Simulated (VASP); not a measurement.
# Sn (Immm) in VASP: notebook

The runs below take Sn through single point, with PBEsol+D3(BJ).

Everything below comes from runs of VASP 6.6.1. Logs are shortened: lines on timing, memory, paths and dates and some standing lists are left out, and cuts for length are marked.

## Step 1: The cell of the first run

Symmetry: Immm, No. 71, orthorhombic system. Conventional cell: a = 3.392 Å, b = 3.644 Å, c = 3.974 Å, α = 90.00°, β = 90.00°, γ = 90.00°. Within 4.2 Å of Sn (site symmetry mmm) lie 14 Sn at 3.18 to 3.97 Å.

## Step 2: Single point, PBEsol+D3(BJ) (strain -0.0200 x Voigt [0, 1, 0, 0, 0, 0])

File INCAR:

```
SYSTEM = Sn
  PREC = Accurate
  ENCUT = 520
  EDIFF = 1E-6
  ISMEAR = 0
  SIGMA = 0.15
  LREAL = .False.
  LASPH = .True.
  NELM = 80
  ALGO = Fast
  ISIF = 2
  LWAVE = .False.
  LCHARG = .False.
  GGA = PS
  IVDW = 12
  NBANDS = 13
```

File KPOINTS:

```
regular mesh
0
Gamma
  24 24 24
  0 0 0
```

File POSCAR:

```
Sn
1.0
   -1.8221530004      1.6958492326      1.9868244599
    1.8221530004     -1.6958492326      1.9868244599
    1.8221530004      1.6958492326     -1.9868244599
Sn
1
Direct
    0.0000000000      0.0000000000      0.0000000000
```

Potentials or basis: VASP PAW PBE potentials, release 64 (Sn_d).

Started as:

```
cat potpaw_PBE.64/Sn_d/POTCAR > POTCAR
mpirun -np 1 vasp_std > vasp.out
```

OUTCAR:

```text
SYSTEM = Sn
   PREC = Accurate
   ENCUT = 520
   EDIFF = 1E-6
   ISMEAR = 0
   LREAL = .False.
   LASPH = .True.
   NELM = 80
   ISIF = 2
   GGA = PS
   IVDW = 12
 IVDW          = 12

 ion  position               nearest neighbor table
   1  0.000  0.000  0.000-

  LATTYP: Found a body centered orthorhombic cell.
 ALAT       =     3.3916984652
 B/A-ratio  =     1.0744781820
 C/A-ratio  =     1.1715808350

  Lattice vectors:

 A1 = (   1.8221530004,  -1.6958492326,  -1.9868244599)
 A2 = (  -1.8221530004,   1.6958492326,  -1.9868244599)
 A3 = (   1.8221530004,   1.6958492326,   1.9868244599)

Analysis of symmetry for initial positions (statically):
=====================================================================
 Subroutine PRICEL returns:
 Original cell was already a primitive cell.

 Routine SETGRP: Setting up the symmetry group for a
 body centered orthorhombic supercell.

 Subroutine GETGRP returns: Found  8 space group operations
 (whereof  8 operations were pure point group operations)
 out of a pool of  8 trial point group operations.

The static configuration has the point symmetry D_2h.

Analysis of symmetry for dynamics (positions and initial velocities):
=====================================================================
 Subroutine PRICEL returns:
 Original cell was already a primitive cell.

 Routine SETGRP: Setting up the symmetry group for a
 body centered orthorhombic supercell.

 Subroutine GETGRP returns: Found  8 space group operations
 (whereof  8 operations were pure point group operations)
 out of a pool of  8 trial point group operations.

The dynamic configuration has the point symmetry D_2h.

 Subroutine INISYM returns: Found  8 space group operations
 (whereof  8 operations are pure point group operations),
 and found     1 'primitive' translations

----------------------------------------------------------------------------------------

                                     Primitive cell

  volume of cell :      24.5579

  direct lattice vectors                    reciprocal lattice vectors
    -1.822153000  1.695849233  1.986824460     0.000000000  0.294837531  0.251657864
     1.822153000 -1.695849233  1.986824460     0.274400668  0.000000000  0.251657864
     1.822153000  1.695849233 -1.986824460     0.274400668  0.294837531  0.000000000

  length of vectors
     3.184904647  3.184904647  3.184904647     0.387634944  0.372327016  0.402771518

  position of ions in fractional coordinates (direct lattice)
     0.000000000  0.000000000  0.000000000

  ion indices of the primitive-cell ions
   primitive index   ion index
                 1           1

----------------------------------------------------------------------------------------

 KPOINTS: regular mesh

Automatic generation of k-mesh.
 Grid dimensions read from file:
 generate k-points for:   24   24   24

 Generating k-lattice:

  Cartesian coordinates                     Fractional coordinates (reciprocal lattice)
     0.000000000  0.012284897  0.010485744     0.041666667  0.000000000 -0.000000000
     0.011433361  0.000000000  0.010485744     0.000000000  0.041666667 -0.000000000
     0.011433361  0.012284897  0.000000000     0.000000000  0.000000000  0.041666667

  Length of vectors
     0.016151456  0.015513626  0.016782147

  Shift w.r.t. Gamma in fractional coordinates (k-lattice)
     0.000000000  0.000000000  0.000000000

 Subroutine IBZKPT returns following result:
 ===========================================

 Found   1963 irreducible k-points:

 Following reciprocal coordinates:
            Coordinates               Weight
  0.000000  0.000000  0.000000      1.000000
  0.041667 -0.000000  0.000000      4.000000
  0.083333 -0.000000  0.000000      4.000000
  0.125000  0.000000  0.000000      4.000000
  0.166667 -0.000000  0.000000      4.000000
  0.208333 -0.000000  0.000000      4.000000
[... 16 lines left out ...]
  0.375000  0.041667  0.000000      8.000000
  0.416667  0.041667  0.000000      8.000000
 [... further k-points ...]
   k-points           NKPTS =   1963   k-points in BZ     NKDIM =   1963   number of bands    NBANDS=     13
   number of dos      NEDOS =    301   number of ions     NIONS =      1
   total plane-waves  NPLWV =  13824
   dimension x,y,z NGX =    24 NGY =   24 NGZ =   24
   dimension x,y,z NGXF=    48 NGYF=   48 NGZF=   48
   ions per type =               1
   NGX,Y,Z   is equivalent  to a cutoff of  12.53, 12.53, 12.53 a.u.
   NGXF,Y,Z  is equivalent  to a cutoff of  25.06, 25.06, 25.06 a.u.
 SYSTEM =  Sn
   PREC   = accura    normal or accurate (medium, high low for compatibility)
   ISTART =      0    job   : 0-new  1-cont  2-samecut
   ICHARG =      2    charge: 1-file 2-atom 10-const
   ISPIN  =      1    spin polarized calculation?
   LNONCOLLINEAR =      F non collinear calculations
   LSORBIT =      F    spin-orbit coupling
   LASPH  =      T    aspherical Exc in radial PAW
   ENCUT  =  520.0 eV  38.22 Ry    6.18 a.u.   5.92  5.92  5.92*2*pi/ulx,y,z
   NELM   =     80;   NELMIN=  2; NELMDL= -5     # of ELM steps
   EDIFF  = 0.1E-05   stopping-criterion for ELM
   LREAL  =      F    real-space projection
   EDIFFG = 0.1E-04   stopping-criterion for IOM
   NSW    =      0    number of steps for IOM
   IBRION =     -1    ionic relax: 0-MD 1-quasi-New 2-CG
   NFREE  =      0    steps in history (QN), initial steepest desc. (CG)
   ISIF   =      2    stress and relaxation
   ISYM   =      2    0-nonsym 1-usesym 2-fastsym
   POTIM  = 0.5000    time-step for ionic-motion
   TEBEG  =    0.0;   TEEND  =   0.0 temperature during run
   PSTRESS=    0.0 pullay stress
   NELECT =      14.0000    total number of electrons
   NUPDOWN=      -1.0000    fix difference up-down
   EMIN   =  10.00;   EMAX   =-10.00  energy-range for DOS
   EFERMI =   0.00;   METHOD = LEGACY
   ISMEAR =     0;   SIGMA  =   0.15  broadening in eV -4-tet -1-fermi 0-gaus
   EFERMI_NEDOS =   21; number of points for ismear=-14 and -15
   IALGO  =     68    algorithm
   IMIX   =      4    mixing-type and parameters
     AMIX     =   0.40;   BMIX     =  1.00
     AMIX_MAG =   1.60;   BMIX_MAG =  1.00
  volume/ion in A,a.u.               =      24.56       165.73
  Fermi-wavevector in a.u.,A,eV,Ry     =   1.357439  2.565188 25.070648  1.842641
  Thomas-Fermi vector in A             =   2.484357
   LORBIT       =      0    0 simple, 1 ext, 2 COOP (PROOUT), +10 PAW based schemes
   GGA     = PS    functional components
   LHFCALC =     F    Hartree Fock is set to
   AEXX    =    0.0000 exact exchange contribution
   IVDW    =    12    specifies the selected vdW correction
   LEPSILON=     F    determine dielectric tensor
   LRPA    =     F    only Hartree local field effects (RPA)
 non-spin polarized calculation
 RMM-DIIS sequential band-by-band and
 Gauss-broadening in eV      SIGMA  =   0.15
  energy-cutoff  :      520.00
  volume of cell :       24.56
 maximum number of plane-waves:       683
   NGX = 11   NGY = 11   NGZ = 11

 number of electron      14.0000006 magnetization

 Free energy of the ion-electron system (eV)
  ---------------------------------------------------
  ext. energy  EPLUGINS =         0.00000000
  ---------------------------------------------------
  free energy    TOTEN  =        -4.21629359 eV

  energy without entropy =       -4.21050859  energy(sigma->0) =       -4.21340109

 E-fermi :   9.2442     XC(G=0): -10.9879

 val. band max:        9.2415310129   @ k =  -0.3750   0.3750   0.2500
 cond. band min:       9.2471882461   @ k =  -0.3750   0.4167   0.3750
 fundamental gap:      0.0056572332
 Fermi energy:         9.2441585818

 k-point     1 :       0.0000    0.0000    0.0000
  band No.  band energies     occupation
      1     -12.3240      2.00000
      2     -12.2846      2.00000
      3     -12.2554      2.00000
      4     -12.1712      2.00000
      5     -12.0871      2.00000
      6      -2.6695      2.00000
      7      17.5385      0.00000
      8      17.5550      0.00000
      9      18.7623      0.00000
     10      20.8567      0.00000
     11      21.2499      0.00000
     12      22.3800      0.00000
     13      22.4486      0.00000

 k-point     2 :       0.0417   -0.0000    0.0000
  band No.  band energies     occupation
      1     -12.3216      2.00000
      2     -12.2834      2.00000
      3     -12.2542      2.00000
      4     -12.1704      2.00000
      5     -12.0884      2.00000
      6      -2.6279      2.00000
      7      17.3728      0.00000
      8      17.3950      0.00000
      9      18.4377      0.00000
     10      20.5266      0.00000
     11      21.3920      0.00000
     12      22.1598      0.00000
     13      22.6725      0.00000

 k-point     3 :       0.0833   -0.0000    0.0000
  band No.  band energies     occupation
      1     -12.3160      2.00000
      2     -12.2802      2.00000
      3     -12.2495      2.00000
      4     -12.1680      2.00000
      5     -12.0922      2.00000
      6      -2.5031      2.00000
      7      16.7111      0.00000
      8      16.9926      0.00000
      9      17.7657      0.00000
     10      20.1909      0.00000
     11      21.3018      0.00000
     12      22.1706      0.00000
     13      22.2055      0.00000

 k-point     4 :       0.1250    0.0000    0.0000
  band No.  band energies     occupation
      1     -12.3116      2.00000
      2     -12.2758      2.00000
      3     -12.2373      2.00000
      4     -12.1639      2.00000
      5     -12.0980      2.00000
      6      -2.2947      2.00000
      7      15.4610      0.00000
      8      16.4752      0.00000
      9      17.2645      0.00000
     10      19.9765      0.00000
     11      20.7514      0.00000
     12      21.7382      0.00000
     13      22.8739      0.00000

 k-point     5 :       0.1667   -0.0000    0.0000
  band No.  band energies     occupation
      1     -12.3119      2.00000
      2     -12.2715      2.00000
      3     -12.2152      2.00000
      4     -12.1579      2.00000
      5     -12.1049      2.00000
      6      -2.0021      2.00000
      7      14.0005      0.00000
      8      15.9249      0.00000
      9      16.8496      0.00000
     10      19.7304      0.00000
     11      20.1814      0.00000
     12      21.4757      0.00000
     13      23.7274      0.00000
[... 257 lines left out ...]
 k-point    22 :       0.3333    0.0417    0.0000
  band No.  band energies     occupation
      1     -12.3399      2.00000
      2     -12.2739      2.00000
      3     -12.1454      2.00000
      4     -12.1060      2.00000
      5     -12.0640      2.00000
      6       0.3283      2.00000
      7       7.7734      2.00000
      8      13.4820      0.00000
      9      15.2328      0.00000
     10      18.3226      0.00000
     11      19.2047      0.00000
     12      22.5724      0.00000
     13      25.9788      0.00000

 k-point    23 :       0.3750    0.0417    0.0000
  band No.  band energies     occupation
      1     -12.3462      2.00000
      2     -12.2784      2.00000
      3     -12.1487      2.00000
      4     -12.0953      2.00000
      5     -12.0384      2.00000
      6       1.0637      2.00000
      7       6.5413      2.00000
      8      13.2654      0.00000
      9      15.0124      0.00000
     10      18.1666      0.00000
     11      18.9283      0.00000
     12      22.6859      0.00000
     13      25.9255      0.00000

 k-point    24 :       0.4167    0.0417    0.0000
  band No.  band energies     occupation
      1     -12.3509      2.00000
      2     -12.2820      2.00000
      3     -12.1513      2.00000
      4     -12.0866      2.00000
      5     -12.0202      2.00000
      6       1.8520      2.00000
      7       5.4155      2.00000
      8      13.1307      0.00000
      9      14.8615      0.00000
     10      18.0754      0.00000
     11      18.7089      0.00000
     12      22.6713      0.00000
     13      25.8015      0.00000

 [... further k-points ...]

------------------------ aborting loop because EDIFF is reached ----------------------------------------

 Edisp (eV)   -0.43287

 E8    (eV) :    -0.3054

  FORCE on cell =-STRESS in cart. coord.  units (eV):
  Direction    XX          YY          ZZ          XY          YZ          ZX
  --------------------------------------------------------------------------------------
  -------------------------------------------------------------------------------------
  Total       0.28370     0.24181     0.13550    -0.00000     0.00000     0.00000
  in kB      18.50911    15.77574     8.84042    -0.00000     0.00000     0.00000
  external pressure =       14.38 kB  Pullay stress =        0.00 kB

 VOLUME and BASIS-vectors are now :
 -----------------------------------------------------------------------------
  energy-cutoff  :      520.00
  volume of cell :       24.56
      direct lattice vectors                 reciprocal lattice vectors
    -1.822153000  1.695849233  1.986824460     0.000000000  0.294837531  0.251657864
     1.822153000 -1.695849233  1.986824460     0.274400668  0.000000000  0.251657864
     1.822153000  1.695849233 -1.986824460     0.274400668  0.294837531  0.000000000

 POSITION                                       TOTAL-FORCE (eV/Angst)
 -----------------------------------------------------------------------------------
      0.00000      0.00000      0.00000         0.000000     -0.000000      0.000000
 -----------------------------------------------------------------------------------
    total drift:                               -0.000000      0.000000      0.000000

  FREE ENERGIE OF THE ION-ELECTRON SYSTEM (eV)
  ---------------------------------------------------
  free  energy   TOTEN  =        -4.6491650433 eV

  energy  without entropy=       -4.6433800459  energy(sigma->0) =       -4.64627254
```

It took 4 min on 1 thread of Oxide Virtual Turin-like, shared host; peak memory 0.61 GiB.

Results:

```
Free energy                : -4.6492 eV
Pressure                   : 1.4 GPa
Band gap on the k mesh     : zero (bands 7 and 8 overlap by 10.88 eV)
Dispersion energy per atom : -0.433 eV
```

Levels at points of the mesh, in eV from the Fermi level:
```
           k point  band 4  band 5  band 6  band 7  band 8  band 9  band 10  band 11
(0.00, 0.00, 0.00)  -21.42  -21.33  -11.91    8.29    8.31    9.52    11.61    12.01
(0.50, 0.00, 0.00)  -21.32  -21.25   -6.49   -5.00    4.09    5.78     8.72     8.74
(0.00, 0.50, 0.00)  -21.36  -21.26   -7.11   -5.21    5.20    7.23     9.98    10.13
(0.50, 0.50, 0.00)  -21.32  -21.23   -5.93   -4.72    3.01    4.32     7.36     7.38
(0.50, 0.50, 0.50)  -21.27  -21.25   -2.53   -2.13   -0.52    1.12     3.48     4.95
```

Caveat: the cell differs from its parent crystal (strain -0.0200 x Voigt [0, 1, 0, 0, 0, 0]); the PAW data sets were made with another functional, which shifts forces and pressure a little; spin-orbit coupling is left out, which moves the levels of the heavy elements.

(Continued in part 2 of 2.)
